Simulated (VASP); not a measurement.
The system is C.

```
C
1.0
     0.00000    1.78337    1.81904
     1.78337    0.00000    1.81904
     1.78337    1.78337    0.00000
C
2
Direct
  0.75000 0.75000 0.75000
  0.50000 0.50000 0.50000
```

Base run:

- Program: VASP 6.6.1
- Functional: PBE
- Potentials or basis: VASP PAW PBE potentials, release 64 (C)
- Cutoff: 520 eV
- k mesh: 11 × 11 × 11
- Occupations: fermi-dirac, width 0.05 eV
- Spin: no spin polarisation

Its results: band gap on the k mesh 3.83 eV, indirect (least direct gap 5.36 eV); pressure -6.0 GPa.

Problem. The run is repeated on the same cell with these changes: functional from PBE to PBEsol; cutoff from 520 eV to 600 eV. What comes out?

Solution. Band gap on the k mesh 3.71 eV, indirect (least direct gap 5.31 eV); pressure -12.7 GPa.

PBEsol binds more tightly than PBE, so the same cell stands under less pressure.

Caveats: the PAW data sets were made with another functional, which shifts forces and pressure a little (some runs).

A k mesh can miss the band edges.
